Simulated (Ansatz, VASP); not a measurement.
**One calculation of Sc4Si, two programs**

```
CELL_PARAMETERS angstrom
4.98850 0.00000 0.00000
0.00000 4.98850 0.00000
0.00000 0.00000 4.98850
ATOMIC_POSITIONS crystal
Sc 0.00000 0.50000 0.50000
Sc 0.50000 0.00000 0.50000
Sc 0.50000 0.50000 0.00000
Sc 0.50000 0.50000 0.50000
Si 0.00000 0.00000 0.00000
```

Alike in both runs: functional PBE; k mesh 4 × 4 × 4; occupations gaussian, width 0.1 eV; no spin polarisation.

Ansatz relaxed the structure, and its values are those at the end. VASP's run is a single point on that final structure, the one shown.

|  | VASP | Ansatz |
| --- | --- | --- |
| version | VASP 6.6.1 | Ansatz 0.2.0 |
| potentials or method | VASP PAW PBE potentials, release 64 (Sc_sv, Si), cutoff 520 eV | scalar-relativistic, plane waves, PAW |
| valence electrons in the cell | 48 | 48 |

|  | VASP | Ansatz | Ansatz less VASP |
| --- | --- | --- | --- |
| gap on the k mesh at the Fermi level (eV) | none | none | - |
| pressure (GPa) | 0.1 | 0.0 | -0.14 |

A gap of «none» marks a metal or a gap that the smearing closes. With one functional, cell and mesh, what is left measures potentials, basis and numerics.
